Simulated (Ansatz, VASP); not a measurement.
Al2GaSb3: VASP beside Ansatz

```xyz
6
Lattice="4.3997 0.0000 0.0000 -2.1998 3.8102 0.0000 0.0000 0.0000 10.7747" Properties=species:S:1:pos:R:3 pbc="T T T"
Al    0.0000    0.0000    2.6923
Al    2.1998    1.2701    6.2908
Ga    0.0000    2.5401    9.8746
Sb    0.0000    0.0000   10.7720
Sb    2.1998    1.2701    3.5914
Sb    0.0000    2.5401    7.1839
```

Alike in both runs: task single point; functional PBEsol; k mesh 12 × 12 × 4; occupations gaussian, width 0.02 eV; no spin polarisation.

|  | VASP | Ansatz |
| --- | --- | --- |
| version | VASP 6.6.1 | Ansatz 0.2.0 |
| potentials or method | VASP PAW PBE potentials, release 64 (Al, Ga_d, Sb), cutoff 520 eV | scalar-relativistic, plane waves, PAW |
| valence electrons in the cell | 34 | 64 |

Ansatz gave:

- gap on the k mesh at the Fermi level (eV): 0.33
- least direct gap on the mesh (eV): 0.33
- pressure (GPa): -1.9
- rms of the force components (eV/Å): 0.021

Question: Estimate VASP's values.

Answer: gap on the k mesh at the Fermi level (eV): 0.34; least direct gap on the mesh (eV): 0.34; pressure (GPa): -1.7; rms of the force components (eV/Å): 0.026.

VASP's potentials were made for PBE, not for PBEsol. Atom by atom the forces differ by 0.006 eV/Å (rms over components). VASP's potentials hold 34 valence electrons a cell and Ansatz's 64, so a difference there can come from the potentials and not from the codes.

Neither program's run includes spin-orbit coupling.
